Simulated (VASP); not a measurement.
# TaAs (I4/mmm) in VASP: single point with PBE

Aim: the single point of TaAs with PBE.

All numbers are computed with VASP 6.6.1; they aren't measurements. Logs are shortened: lines on timing, memory, paths and dates and some standing lists are left out, and cuts for length are marked.

**1. The cell of the first run**

It takes space group I4/mmm (No. 139, tetragonal). The conventional cell has a = 3.735 Å, b = 3.735 Å, c = 5.219 Å, α = 90.00°, β = 90.00°, γ = 90.00°. Within 3.4 Å of Ta (site symmetry 4/mmm) lie 6 As at 2.61 to 2.64 Å. Within 3.4 Å of As (site symmetry 4/mmm) lie 6 Ta at 2.61 to 2.64 Å.

**2. Single point, PBE**

Contents of INCAR:

```
PREC = Accurate
ENCUT = 520
EDIFF = 1E-6
ISMEAR = 0
SIGMA = 0.1
LREAL = F
LASPH = T
NELM = 60
ALGO = Normal
ISIF = 2
LWAVE = F
LCHARG = F
GGA = PE
NBANDS = 15
```

Contents of KPOINTS:

```
Automatic mesh
0
Gamma
  6 6 6
```

Contents of POSCAR:

```
TaAs
1.0
   -1.8675731547      1.8675731547      2.6097102434
    1.8675731547     -1.8675731547      2.6097102434
    1.8675731547      1.8675731547     -2.6097102434
Ta As
1 1
Direct
    0.0000000000      0.0000000000      0.0000000000
    0.5000000000      0.5000000000      0.0000000000
```

Potentials or basis: VASP PAW PBE potentials, release 64 (Ta_pv, As).

The run is started by

```sh
> cat potpaw_PBE.64/Ta_pv/POTCAR potpaw_PBE.64/As/POTCAR > POTCAR
> mpirun -np 1 vasp_std > vasp.out
```

OUTCAR:

```text
PREC = Accurate
   ENCUT = 520
   EDIFF = 1E-6
   ISMEAR = 0
   LREAL = F
   LASPH = T
   NELM = 60
   ISIF = 2
   GGA = PE

 ion  position               nearest neighbor table
   1  0.000  0.000  0.000-   2 2.61   2 2.61   2 2.64   2 2.64   2 2.64   2 2.64
   2  0.500  0.500  0.000-   1 2.61   1 2.61   1 2.64   1 2.64   1 2.64   1 2.64

  LATTYP: Found a body centered tetragonal cell.
 ALAT       =     3.7351463094
 C/A-ratio  =     1.3973804650

  Lattice vectors:

 A1 = (  -1.8675731547,   1.8675731547,   2.6097102434)
 A2 = (   1.8675731547,  -1.8675731547,   2.6097102434)
 A3 = (   1.8675731547,   1.8675731547,  -2.6097102434)

Analysis of symmetry for initial positions (statically):
=====================================================================
 Subroutine PRICEL returns:
 Original cell was already a primitive cell.

 Routine SETGRP: Setting up the symmetry group for a
 body centered tetragonal supercell.

 Subroutine GETGRP returns: Found 16 space group operations
 (whereof 16 operations were pure point group operations)
 out of a pool of 16 trial point group operations.

The static configuration has the point symmetry D_4h.

Analysis of symmetry for dynamics (positions and initial velocities):
=====================================================================
 Subroutine PRICEL returns:
 Original cell was already a primitive cell.

 Routine SETGRP: Setting up the symmetry group for a
 body centered tetragonal supercell.

 Subroutine GETGRP returns: Found 16 space group operations
 (whereof 16 operations were pure point group operations)
 out of a pool of 16 trial point group operations.

The dynamic configuration has the point symmetry D_4h.

 Subroutine INISYM returns: Found 16 space group operations
 (whereof 16 operations are pure point group operations),
 and found     1 'primitive' translations

----------------------------------------------------------------------------------------

                                     Primitive cell

  volume of cell :      36.4089

  direct lattice vectors                    reciprocal lattice vectors
    -1.867573155  1.867573155  2.609710243     0.000000000  0.267727130  0.191592151
     1.867573155 -1.867573155  2.609710243     0.267727130  0.000000000  0.191592151
     1.867573155  1.867573155 -2.609710243     0.267727130  0.267727130  0.000000000

  length of vectors
     3.712983508  3.712983508  3.712983508     0.329219332  0.329219332  0.378623338

  position of ions in fractional coordinates (direct lattice)
     0.000000000  0.000000000  0.000000000
     0.500000000  0.500000000  0.000000000

  ion indices of the primitive-cell ions
   primitive index   ion index
                 1           1
                 2           2

----------------------------------------------------------------------------------------

 KPOINTS: Automatic mesh

Automatic generation of k-mesh.
 Grid dimensions read from file:
 generate k-points for:    6    6    6

 Generating k-lattice:

  Cartesian coordinates                     Fractional coordinates (reciprocal lattice)
     0.000000000  0.044621188  0.031932025     0.166666667  0.000000000  0.000000000
     0.044621188  0.000000000  0.031932025     0.000000000  0.166666667  0.000000000
     0.044621188  0.044621188  0.000000000     0.000000000  0.000000000  0.166666667

  Length of vectors
     0.054869889  0.054869889  0.063103890

  Shift w.r.t. Gamma in fractional coordinates (k-lattice)
     0.000000000  0.000000000  0.000000000

 Subroutine IBZKPT returns following result:
 ===========================================

 Found     30 irreducible k-points:

 Following reciprocal coordinates:
            Coordinates               Weight
  0.000000  0.000000  0.000000      1.000000
  0.166667  0.000000  0.000000      8.000000
  0.333333  0.000000  0.000000      8.000000
  0.500000  0.000000 -0.000000      4.000000
  0.166667  0.166667 -0.000000      8.000000
  0.333333  0.166667 -0.000000     16.000000
[... 16 lines left out ...]
 -0.333333 -0.333333  0.166667      8.000000
 -0.166667 -0.333333  0.166667      8.000000
 [... further k-points ...]
   k-points           NKPTS =     30   k-points in BZ     NKDIM =     30   number of bands    NBANDS=     15
   number of dos      NEDOS =    301   number of ions     NIONS =      2
   total plane-waves  NPLWV =  21952
   dimension x,y,z NGX =    28 NGY =   28 NGZ =   28
   dimension x,y,z NGXF=    56 NGYF=   56 NGZF=   56
   ions per type =               1   1
   NGX,Y,Z   is equivalent  to a cutoff of  12.54, 12.54, 12.54 a.u.
   NGXF,Y,Z  is equivalent  to a cutoff of  25.07, 25.07, 25.07 a.u.
 SYSTEM =  unknown system
   PREC   = accura    normal or accurate (medium, high low for compatibility)
   ISTART =      0    job   : 0-new  1-cont  2-samecut
   ICHARG =      2    charge: 1-file 2-atom 10-const
   ISPIN  =      1    spin polarized calculation?
   LNONCOLLINEAR =      F non collinear calculations
   LSORBIT =      F    spin-orbit coupling
   LASPH  =      T    aspherical Exc in radial PAW
   ENCUT  =  520.0 eV  38.22 Ry    6.18 a.u.   6.90  6.90  6.90*2*pi/ulx,y,z
   NELM   =     60;   NELMIN=  2; NELMDL= -5     # of ELM steps
   EDIFF  = 0.1E-05   stopping-criterion for ELM
   LREAL  =      F    real-space projection
[... 7 lines left out ...]
   TEBEG  =    0.0;   TEEND  =   0.0 temperature during run
   PSTRESS=    0.0 pullay stress
   NELECT =      16.0000    total number of electrons
   NUPDOWN=      -1.0000    fix difference up-down
   EMIN   =  10.00;   EMAX   =-10.00  energy-range for DOS
   EFERMI =   0.00;   METHOD = LEGACY
   ISMEAR =     0;   SIGMA  =   0.10  broadening in eV -4-tet -1-fermi 0-gaus
   EFERMI_NEDOS =   21; number of points for ismear=-14 and -15
   IALGO  =     38    algorithm
   IMIX   =      4    mixing-type and parameters
     AMIX     =   0.40;   BMIX     =  1.00
     AMIX_MAG =   1.60;   BMIX_MAG =  1.00
  volume/ion in A,a.u.               =      18.20       122.85
  Fermi-wavevector in a.u.,A,eV,Ry     =   1.244645  2.352039 21.077360  1.549142
  Thomas-Fermi vector in A             =   2.378903
   LORBIT       =      0    0 simple, 1 ext, 2 COOP (PROOUT), +10 PAW based schemes
   GGA     = PE    functional components
   LHFCALC =     F    Hartree Fock is set to
   AEXX    =    0.0000 exact exchange contribution
   IVDW    =     0    specifies the selected vdW correction
   LEPSILON=     F    determine dielectric tensor
   LRPA    =     F    only Hartree local field effects (RPA)
 non-spin polarized calculation
 Gauss-broadening in eV      SIGMA  =   0.10
  energy-cutoff  :      520.00
  volume of cell :       36.41
 maximum number of plane-waves:       994
   NGX = 13   NGY = 13   NGZ = 13

 number of electron      15.9999999 magnetization

 Free energy of the ion-electron system (eV)
  ---------------------------------------------------
  ext. energy  EPLUGINS =         0.00000000
  ---------------------------------------------------
  free energy    TOTEN  =       -16.37760760 eV

  energy without entropy =      -16.36300601  energy(sigma->0) =      -16.37030681

 E-fermi :   7.2319     XC(G=0): -11.6683

 val. band max:        7.1742404210   @ k =  -0.3333   0.5000   0.1667
 cond. band min:       7.2425878643   @ k =   0.3333   0.1667   0.1667
 fundamental gap:      0.0683474433
 Fermi energy:         7.2318615578

 k-point     1 :       0.0000    0.0000    0.0000
  band No.  band energies     occupation
      1     -28.3825      2.00000
      2     -28.3783      2.00000
      3     -28.3783      2.00000
      4      -7.0070      2.00000
      5       5.5770      2.00000
      6       5.5770      2.00000
      7       5.6894      2.00000
      8       6.3045      2.00000
      9       6.3565      2.00000
     10       6.7889      2.00000
     11       6.7889      2.00000
     12       6.8142      2.00000
     13      10.9819      0.00000
     14      14.5913      0.00000
     15      19.9535      0.00000

 k-point     2 :       0.1667    0.0000    0.0000
  band No.  band energies     occupation
      1     -28.4122      2.00000
      2     -28.3832      2.00000
      3     -28.3814      2.00000
      4      -6.5515      2.00000
      5       3.6232      2.00000
      6       4.3122      2.00000
      7       4.3418      2.00000
      8       6.1382      2.00000
      9       6.1807      2.00000
     10       6.9455      1.99995
     11       9.2766      0.00000
     12       9.3432      0.00000
     13      12.9453      0.00000
     14      15.3565      0.00000
     15      18.0862      0.00000

 k-point     3 :       0.3333    0.0000    0.0000
  band No.  band energies     occupation
      1     -28.4759      2.00000
      2     -28.3878      2.00000
      3     -28.3875      2.00000
      4      -5.3624      2.00000
      5       0.8571      2.00000
      6       2.9969      2.00000
      7       3.0077      2.00000
      8       7.2509      0.78726
      9       7.2527      0.76856
     10       7.5115      0.00008
     11      12.0997      0.00000
     12      12.1817      0.00000
     13      12.2998      0.00000
     14      15.6617      0.00000
     15      15.8448      0.00000
[... 343 lines left out ...]
 k-point    23 :      -0.3333   -0.3333    0.1667
  band No.  band energies     occupation
      1     -28.4734      2.00000
      2     -28.4278      2.00000
      3     -28.4026      2.00000
      4      -4.9523      2.00000
      5       0.8902      2.00000
      6       2.7480      2.00000
      7       3.0493      2.00000
      8       6.4668      2.00000
      9       8.1715      0.00000
     10       8.3730      0.00000
     11       9.2057      0.00000
     12      11.5774      0.00000
     13      13.2417      0.00000
     14      15.4072      0.00000
     15      16.0386      0.00000

 k-point    24 :      -0.1667   -0.3333    0.1667
  band No.  band energies     occupation
      1     -28.4574      2.00000
      2     -28.3989      2.00000
      3     -28.3972      2.00000
      4      -5.5758      2.00000
      5       1.3813      2.00000
      6       3.2100      2.00000
      7       3.7851      2.00000
      8       5.7529      2.00000
      9       7.4152      0.00951
     10       8.2807      0.00000
     11       9.8296      0.00000
     12      11.1586      0.00000
     13      13.7036      0.00000
     14      15.5227      0.00000
     15      16.7720      0.00000

 [... further k-points ...]
[... 5 lines left out ...]
  --------------------------------------------------------------------------------------
  -------------------------------------------------------------------------------------
  Total        0.0847589      0.0847589      0.9037528      0.0000000     -0.0000000      0.0000000
  in kB        3.7298247      3.7298247     39.7697381      0.0000000     -0.0000000      0.0000000
  external PRESSURE =      15.7431292 kB  Pullay stress =       0.0000000 kB

 VOLUME and BASIS-vectors are now :
 -----------------------------------------------------------------------------
  energy-cutoff  :      520.00
  volume of cell :       36.41
      direct lattice vectors                 reciprocal lattice vectors
    -1.867573155  1.867573155  2.609710243     0.000000000  0.267727130  0.191592151
     1.867573155 -1.867573155  2.609710243     0.267727130  0.000000000  0.191592151
     1.867573155  1.867573155 -2.609710243     0.267727130  0.267727130  0.000000000

 POSITION                                       TOTAL-FORCE (eV/Angst)
 -----------------------------------------------------------------------------------
      0.00000      0.00000      0.00000         0.000000     -0.000000     -0.000000
      0.00000      0.00000      2.60971        -0.000000      0.000000      0.000000
 -----------------------------------------------------------------------------------
    total drift:                                0.000000     -0.000000     -0.000000

  FREE ENERGIE OF THE ION-ELECTRON SYSTEM (eV)
  ---------------------------------------------------
  free  energy   TOTEN  =       -16.3776076044 eV

  energy  without entropy=      -16.3630060121  energy(sigma->0) =      -16.37030681
```

It took 7.9 s on 1 thread of Intel Xeon 6975P-C (Granite Rapids), shared host; peak memory 0.16 GiB.

What came out:

```yaml
Free_energy: -16.3776 eV
Pressure: 1.6 GPa
Band_gap_on_the_k_mesh: zero (bands 8 and 9 overlap by 1.85 eV)
```

Levels at points of the mesh, in eV from the Fermi level:
| k point | band 4 | band 5 | band 6 | band 7 | band 8 | band 9 | band 10 | band 11 | band 12 | band 13 |
| --- | --- | --- | --- | --- | --- | --- | --- | --- | --- | --- |
| (0.00, 0.00, 0.00) | -14.24 | -1.65 | -1.65 | -1.54 | -0.93 | -0.88 | -0.44 | -0.44 | -0.42 | 3.75 |
| (0.50, 0.00, 0.00) | -11.65 | -7.86 | -4.69 | -4.68 | 0.80 | 0.84 | 1.30 | 2.80 | 6.21 | 6.40 |
| (0.50, 0.50, 0.00) | -12.35 | -5.53 | -3.55 | -2.45 | -2.42 | 0.18 | 1.01 | 1.58 | 1.65 | 4.09 |
| (0.50, 0.50, 0.50) | -12.31 | -5.45 | -3.54 | -2.53 | -2.53 | 0.22 | 0.98 | 1.61 | 1.61 | 4.10 |

Caveat: spin-orbit coupling is left out, which moves the levels of the heavy elements.

The gap in the log of VASP goes by the Fermi energy; the results here count the filled bands.